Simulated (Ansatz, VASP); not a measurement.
Ir: VASP beside Ansatz

```
CELL_PARAMETERS angstrom
2.73959 0.00000 0.00000
-1.36980 2.37256 0.00000
0.00000 0.00000 8.93761
ATOMIC_POSITIONS crystal
Ir 0.00000 0.00000 0.00000
Ir 0.33333 0.66667 0.25000
Ir 0.00000 0.00000 0.50000
Ir 0.66667 0.33333 0.75000
```

Alike in both runs: functional PBE; k mesh 18 × 18 × 5; occupations gaussian, width 0.1 eV; no spin polarisation.

Ansatz relaxed the structure, and its values are those at the end. VASP's run is a single point on that final structure, the one shown.

```csv
,VASP,Ansatz
version,VASP 6.6.1,Ansatz 0.2.0
potentials or method,"VASP PAW PBE potentials, release 64 (Ir), cutoff 520 eV","scalar-relativistic, plane waves, PAW"
valence electrons in the cell,36,68
```

```csv
,VASP,Ansatz,Ansatz less VASP
gap on the k mesh at the Fermi level (eV),none,none,-
pressure (GPa),0.5,0.0,-0.50
```

A gap of «none» marks a metal or a gap that the smearing closes. VASP's potentials hold 36 valence electrons a cell and Ansatz's 68, so a difference there can come from the potentials and not from the codes.

Spin-orbit coupling is off throughout.
